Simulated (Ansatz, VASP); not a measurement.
# MgZn3O4 in VASP and in Ansatz

```
CELL_PARAMETERS angstrom
0.00000 0.00000 -5.19601
3.23934 5.61070 0.00000
3.23866 -5.61030 0.00000
ATOMIC_POSITIONS crystal
Mg 0.49881 0.16529 0.33058
Mg 0.99881 0.33471 0.66942
Zn 0.50108 0.16758 0.83303
Zn 0.50302 0.66564 0.33128
Zn 0.50108 0.66545 0.83303
Zn 0.00108 0.33242 0.16697
Zn 0.00302 0.83436 0.66872
Zn 0.00108 0.83455 0.16697
O 0.61863 0.33186 0.66371
O 0.62019 0.33258 0.16586
O 0.62097 0.83309 0.66618
O 0.62019 0.83328 0.16586
O 0.11863 0.16814 0.33629
O 0.12019 0.16742 0.83414
O 0.12097 0.66691 0.33382
O 0.12019 0.66672 0.83414
```

Alike in both runs: functional PBEsol; k mesh 6 × 6 × 6; occupations gaussian, width 0.02 eV; no spin polarisation.

Ansatz relaxed the structure, and its values are those at the end. VASP's run is a single point on that final structure, the one shown.

```csv
,VASP,Ansatz
version,VASP 6.6.1,Ansatz 0.2.0
potentials or method,"VASP PAW PBE potentials, release 64 (Mg, Zn, O), cutoff 520 eV","scalar-relativistic, plane waves, PAW"
valence electrons in the cell,124,140
```

```csv
,VASP,Ansatz,Ansatz less VASP
gap on the k mesh at the Fermi level (eV),1.26,1.27,+0.011
least direct gap on the mesh (eV),1.26,1.27,+0.011
pressure (GPa),0.6,0.0,-0.61
rms of the force components (eV/Å),0.025,0.001,-0.0248
```

VASP's potentials were made for PBE, not for PBEsol. VASP's potentials hold 124 valence electrons a cell and Ansatz's 140, so a difference there can come from the potentials and not from the codes.
